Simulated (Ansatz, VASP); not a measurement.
## TaN in VASP and in Ansatz

INCAR

```
SYSTEM = TaN
ALGO = Normal
EDIFF = 1E-8
ENCUT = 520
GGA = PE
ISIF = 2
ISMEAR = -1
LASPH = .TRUE.
LCHARG = .FALSE.
LEFG = .TRUE.
LREAL = .FALSE.
LWAVE = .FALSE.
NBANDS = 15
NELM = 80
PREC = Accurate
SIGMA = 0.02
```

The input KPOINTS:

```
k-points
0
G
  12 12 10
  0 0 0
```

File POSCAR:

```
TaN
1.0
    2.9379988584      0.0000000000      0.0000000000
   -1.4689994292      2.5443816477      0.0000000000
    0.0000000000      0.0000000000      2.9406600000
Ta N
1 1
Direct
    0.3333333333      0.6666666667      0.5000000000
    0.0000000000      0.0000000000      0.0000000000
```

Input for Ansatz:

```yaml
crystal:
  lattice:
    - [2.9379988584, 0.0, 0.0]
    - [-1.4689994292, 2.5443816477, 0.0]
    - [0.0, 0.0, 2.94066]
  atoms:
    - { symbol: Ta, position: [0.3333333333, 0.6666666667, 0.5] }
    - { symbol: "N", position: [0.0, 0.0, 0.0] }
kpoints:
  mp_grid: { grid: [12, 12, 10] }
scf:
  occupations: { method: fermi_dirac, width: 0.02 }
hamiltonian:
  xc: pbe
  pseudopotentials: { kind: paw }
output:
  forces: true
  stress: true
  eigenvalues: true
  efg: { contact_densities: true }
```

Change from the starting cell: zz strain of +2 %, PAW files.

Alike in both runs: task electric field gradients; functional PBE; k mesh 12 × 12 × 10; occupations fermi-dirac, width 0.02 eV; no spin polarisation.

```csv
,VASP,Ansatz
version,VASP 6.6.1,Ansatz 0.2.0
potentials or method,"VASP PAW PBE potentials, release 64 (Ta_pv, N)","PAW with Ansatz's default frozen-core files, scalar-relativistic"
plane-wave cutoff (eV),520,420
valence electrons in the cell,16,18
```

VASP gave:

| Quantity | Value |
| --- | --- |
| pressure (GPa) | -1.9 |
| traceless stress, the component that is largest in VASP (GPa) | -7.82 |
| size of Vzz on the site where it differs most (V/Å²) | 34.3 |

Problem. What did Ansatz give for the same quantities?

Solution. Pressure (GPa): -2.5; traceless stress, the component that is largest in VASP (GPa): -7.92; size of Vzz on the site where it differs most (V/Å²): 69.8.

VASP's potentials hold 16 valence electrons a cell and Ansatz's 18, so a difference there can come from the potentials and not from the codes.

Neither program's run includes spin-orbit coupling.
